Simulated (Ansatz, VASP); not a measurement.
# Hf: VASP beside Ansatz

```
Hf
1.0
    -1.76749    1.76749    1.76749
     1.76749   -1.76749    1.76749
     1.76749    1.76749   -1.76749
Hf
1
Direct
  0.00000 0.00000 0.00000
```

Alike in both runs: task electric field gradients; functional LDA; k mesh 14 × 14 × 14; occupations fermi-dirac, width 0.05 eV; no spin polarisation.

|  | VASP | Ansatz |
| --- | --- | --- |
| version | VASP 6.6.1 | Ansatz 0.2.0 |
| potentials or method | VASP PAW LDA potentials, release 64 (Hf_pv), cutoff 520 eV | all-electron PAW with datasets made for the crystal, scalar-relativistic |

|  | VASP | Ansatz | Ansatz less VASP |
| --- | --- | --- | --- |
| pressure (GPa) | -7.9 | -7.9 | -0.05 |

LDA's correlation is that of Perdew and Zunger in VASP and of Perdew and Wang (1992) in Ansatz. Ansatz ran all-electron here, and VASP with PAW potentials.

Spin-orbit coupling is off throughout.
